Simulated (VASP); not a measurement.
# Al9O in VASP: further runs, part 2 of 2

VASP 6.6.1. Earlier steps stand in the parts before.

### 3 Single point, PBE

The input, INCAR:

```
ALGO = Normal
DIPOL = 0.5 0.5 0.328
EDIFF = 1E-6
ENCUT = 520
GGA = PE
IDIPOL = 3
ISIF = 2
ISMEAR = 0
LASPH = True
LCHARG = True
LDIPOL = True
LELF = True
LREAL = False
LVACPOTAV = True
LVHAR = True
LWAVE = False
NBANDS = 28
NELM = 100
PREC = Accurate
SIGMA = 0.1
```

The input, KPOINTS:

```
k-points
0
Gamma
  9 3 1
```

The input, POSCAR:

```
Al9O
1.0
    2.8543223330      0.0000000000      0.0000000000
   -1.4271611665      9.7033329366      0.0000000000
    0.0000000000      0.0000000000     20.2902708969
Al O
9 1
Direct
    0.5324485604      0.0648971207      0.1971388169
    0.6709687938      0.3419375876      0.2462255645
    0.2986728405      0.5973456810      0.2560429140
    0.9263768872      0.8527537744      0.2658602636
    0.0639738222      0.1277383808      0.3154281718
    0.1995905480      0.4042696935      0.3707822583
    0.8288544886      0.6597110299      0.3785032288
    0.4526361687      0.9111292155      0.3874342692
    0.5846222416      0.1825719719      0.4347358058
    1.3425232094      0.6814597089      0.4278863010
```

Potentials or basis: VASP PAW PBE potentials, release 64 (Al, O).

Command:

```console
> cat potpaw_PBE.64/Al/POTCAR potpaw_PBE.64/O/POTCAR > POTCAR
> mpirun -np 1 vasp_std > vasp.out
```

OUTCAR:

```text
EDIFF = 1E-6
   ENCUT = 520
   GGA = PE
   ISIF = 2
   ISMEAR = 0
   LASPH = True
   LREAL = False
   NELM = 100
   PREC = Accurate

 ion  position               nearest neighbor table
   1  0.532  0.065  0.197-   5 2.86   5 2.86   2 2.87   4 2.87   4 2.87
   2  0.671  0.342  0.246-   1 2.87   3 2.87   3 2.87   5 2.89   5 2.89   6 2.96   6 2.97
   3  0.299  0.597  0.256-   2 2.87   2 2.87   4 2.87   4 2.87   7 2.93   7 2.93   6 2.99
   4  0.926  0.853  0.266-   5 2.85   3 2.87   3 2.87   1 2.87   1 2.87   8 2.90   8 2.91   7 2.96

   5  0.064  0.128  0.315-   9 2.85   4 2.85   1 2.86   1 2.86   9 2.87   2 2.89   2 2.89   6 2.91
                             8 2.93   8 2.93
   6  0.200  0.404  0.371-   7 2.86   7 2.87   9 2.88   9 2.90   5 2.91   2 2.96   2 2.97   3 2.99

   7  0.829  0.660  0.379-  10 1.75  10 1.76   8 2.83   8 2.83   6 2.86   6 2.87   3 2.93   3 2.93
                             4 2.96
   8  0.453  0.911  0.387-  10 2.37   9 2.80   7 2.83   7 2.83   4 2.90   4 2.91   5 2.93   5 2.93

   9  0.585  0.183  0.435-   8 2.80   5 2.85   5 2.87   6 2.88   6 2.90
  10  0.343  0.681  0.428-   7 1.75   7 1.76   8 2.37

  LATTYP: Found a base centered orthorhombic cell.
 ALAT       =     2.8543223330
 B/A-ratio  =     6.7990449603
 C/A-ratio  =     7.1086123183

  Lattice vectors:

 A1 = (   1.4271611665,  -9.7033329366,   0.0000000000)
 A2 = (   1.4271611665,   9.7033329366,   0.0000000000)
 A3 = (   0.0000000000,   0.0000000000,  20.2902708969)

Analysis of symmetry for initial positions (statically):
=====================================================================
 Subroutine PRICEL returns:
 Original cell was already a primitive cell.

 Routine SETGRP: Setting up the symmetry group for a
 base centered orthorhombic supercell.

 Subroutine GETGRP returns: Found  1 space group operations
 (whereof  1 operations were pure point group operations)
 out of a pool of  8 trial point group operations.

The static configuration has the point symmetry C_1 .

Analysis of symmetry for dynamics (positions and initial velocities):
=====================================================================
 Subroutine PRICEL returns:
 Original cell was already a primitive cell.

 Routine SETGRP: Setting up the symmetry group for a
 base centered orthorhombic supercell.

 Subroutine GETGRP returns: Found  1 space group operations
 (whereof  1 operations were pure point group operations)
 out of a pool of  8 trial point group operations.

The dynamic configuration has the point symmetry C_1 .

 Subroutine INISYM returns: Found  1 space group operations
 (whereof  1 operations are pure point group operations),
 and found     1 'primitive' translations

----------------------------------------------------------------------------------------

                                     Primitive cell

  volume of cell :     561.9683

  direct lattice vectors                    reciprocal lattice vectors
     2.854322333  0.000000000  0.000000000     0.350345856  0.051528686  0.000000000
    -1.427161166  9.703332937  0.000000000     0.000000000  0.103057373  0.000000000
     0.000000000  0.000000000 20.290270897     0.000000000  0.000000000  0.049284704
[... 95 lines left out ...]
   total plane-waves  NPLWV = 307200
   dimension x,y,z NGX =    24 NGY =   80 NGZ =  160
   dimension x,y,z NGXF=    48 NGYF=  160 NGZF=  320
   ions per type =               9   1
   NGX,Y,Z   is equivalent  to a cutoff of  13.98, 13.56, 13.11 a.u.
   NGXF,Y,Z  is equivalent  to a cutoff of  27.96, 27.12, 26.22 a.u.
 SYSTEM =  unknown system
   PREC   = accura    normal or accurate (medium, high low for compatibility)
   ISTART =      0    job   : 0-new  1-cont  2-samecut
   ICHARG =      2    charge: 1-file 2-atom 10-const
   ISPIN  =      1    spin polarized calculation?
   LNONCOLLINEAR =      F non collinear calculations
   LSORBIT =      F    spin-orbit coupling
   LASPH  =      T    aspherical Exc in radial PAW
   ENCUT  =  520.0 eV  38.22 Ry    6.18 a.u.   5.31 18.24 37.73*2*pi/ulx,y,z
   NELM   =    100;   NELMIN=  2; NELMDL= -5     # of ELM steps
   EDIFF  = 0.1E-05   stopping-criterion for ELM
   LREAL  =      F    real-space projection
   EDIFFG = 0.1E-04   stopping-criterion for IOM
   NSW    =      0    number of steps for IOM
   IBRION =     -1    ionic relax: 0-MD 1-quasi-New 2-CG
   NFREE  =      0    steps in history (QN), initial steepest desc. (CG)
   ISIF   =      2    stress and relaxation
   ISYM   =      2    0-nonsym 1-usesym 2-fastsym
   POTIM  = 0.5000    time-step for ionic-motion
   TEBEG  =    0.0;   TEEND  =   0.0 temperature during run
   PSTRESS=    0.0 pullay stress
   NELECT =      33.0000    total number of electrons
   NUPDOWN=      -1.0000    fix difference up-down
   EMIN   =  10.00;   EMAX   =-10.00  energy-range for DOS
   EFERMI =   0.00;   METHOD = LEGACY
   ISMEAR =     0;   SIGMA  =   0.10  broadening in eV -4-tet -1-fermi 0-gaus
   EFERMI_NEDOS =   21; number of points for ismear=-14 and -15
   IALGO  =     38    algorithm
   IMIX   =      4    mixing-type and parameters
     AMIX     =   0.40;   BMIX     =  1.00
     AMIX_MAG =   1.60;   BMIX_MAG =  1.00
  volume/ion in A,a.u.               =      56.20       379.23
  Fermi-wavevector in a.u.,A,eV,Ry     =   0.636320  1.202470  5.509041  0.404903
  Thomas-Fermi vector in A             =   1.700950
   LORBIT       =      0    0 simple, 1 ext, 2 COOP (PROOUT), +10 PAW based schemes
   GGA     = PE    functional components
   LHFCALC =     F    Hartree Fock is set to
   AEXX    =    0.0000 exact exchange contribution
   IVDW    =     0    specifies the selected vdW correction
   LEPSILON=     F    determine dielectric tensor
   LRPA    =     F    only Hartree local field effects (RPA)
 non-spin polarized calculation
 Gauss-broadening in eV      SIGMA  =   0.10
  energy-cutoff  :      520.00
  volume of cell :      561.97
 maximum number of plane-waves:     15174
 NGX is ok and might be reduce to    24
   NGX = 11   NGY = 37   NGZ = 75

 dipolmoment           0.000000      0.000000     -0.019319 electrons x Angstroem

 number of electron      33.0000000 magnetization

 dipolmoment           0.000000      0.000000      0.066946 electrons x Angstroem

 Free energy of the ion-electron system (eV)
  ---------------------------------------------------
  ext. energy  EPLUGINS =         0.00000000
  ---------------------------------------------------
  free energy    TOTEN  =       -39.09905610 eV

  energy without entropy =      -39.07579457  energy(sigma->0) =      -39.08742534

 E-fermi :  -0.9896     XC(G=0):  -3.7726

 val. band max:       -0.9943011360   @ k =  -0.4444   0.3333   0.0000
 cond. band min:      -0.9442318071   @ k =  -0.3333   0.3333   0.0000
 fundamental gap:      0.0500693290
 Fermi energy:        -0.9896091824

 k-point     1 :       0.0000    0.0000    0.0000
  band No.  band energies     occupation
      1     -20.5660      2.00000
      2     -10.9285      2.00000
      3      -9.4981      2.00000
      4      -9.2991      2.00000
      5      -8.6477      2.00000
      6      -7.4137      2.00000
[... 423 lines left out ...]
     27       3.6087      0.00000
     28       3.8265      0.00000

------------------------ aborting loop because EDIFF is reached ----------------------------------------

  FORCE on cell =-STRESS in cart. coord.  units (eV):
  Direction    XX          YY          ZZ          XY          YZ          ZX
  --------------------------------------------------------------------------------------
  -------------------------------------------------------------------------------------
  Total       -4.9220516     -3.7995319      0.1927672      0.6226588      1.3846463     -0.1827469
  in kB      -14.0328199    -10.8325045      0.5495811      1.7752066      3.9476409     -0.5210132
  external PRESSURE =      -8.1052478 kB  Pullay stress =       0.0000000 kB

 VOLUME and BASIS-vectors are now :
 -----------------------------------------------------------------------------
  energy-cutoff  :      520.00
  volume of cell :      561.97
      direct lattice vectors                 reciprocal lattice vectors
     2.854322333  0.000000000  0.000000000     0.350345856  0.051528686  0.000000000
    -1.427161166  9.703332937  0.000000000     0.000000000  0.103057373  0.000000000
     0.000000000  0.000000000 20.290270897     0.000000000  0.000000000  0.049284704

 POSITION                                       TOTAL-FORCE (eV/Angst)
 -----------------------------------------------------------------------------------
      1.42716      0.62972      4.00000         0.008662      0.062680      0.007036
      1.42716      3.31793      4.99598        -0.004162      0.063606     -0.037608
     -0.00000      5.79624      5.19518         0.006217     -0.138859      0.035108
      1.42716      8.27455      5.39438        -0.011606     -0.283723     -0.042554
      0.00030      1.23949      6.40012        -0.006153      0.272701     -0.000895
     -0.00726      3.92276      7.52327         0.012229     -0.461611     -0.295539
      1.42430      6.40140      7.67993         0.162337     -0.606667     -0.056118
     -0.00836      8.84099      7.86115         0.013824      0.030474      0.368517
      1.40814      1.77156      8.82091         0.000221      0.001566      0.001262
      0.00512      6.61243      8.68193        -0.181568      1.059834      0.020791
 -----------------------------------------------------------------------------------
    total drift:                               -0.000040      0.000105      0.000169

  FREE ENERGIE OF THE ION-ELECTRON SYSTEM (eV)
  ---------------------------------------------------
  free  energy   TOTEN  =       -39.0990560980 eV

  energy  without entropy=      -39.0757945735  energy(sigma->0) =      -39.08742534

 vacuum level on the upper side and lower side of the slab         3.682         3.244
```

It took 4.6 min on 1 thread of Intel Xeon 6975P-C (Granite Rapids), shared host; peak memory 0.67 GiB.

What came out:

```
Free energy   : -39.0991 eV
Largest force : 1.075 eV/Å
```

Forces on the atoms (eV/Å):
```
Al   0.009  0.063  0.007
Al  -0.004  0.064 -0.038
Al   0.006 -0.139  0.035
Al  -0.012 -0.284 -0.043
Al  -0.006  0.273 -0.001
Al   0.012 -0.462 -0.296
Al   0.162 -0.607 -0.056
Al   0.014  0.030  0.369
Al   0.000  0.002  0.001
O   -0.182  1.060  0.021
```

Caveat: an odd number of electrons without spin polarisation forces a metal; a magnetic or distorted state may lie lower.
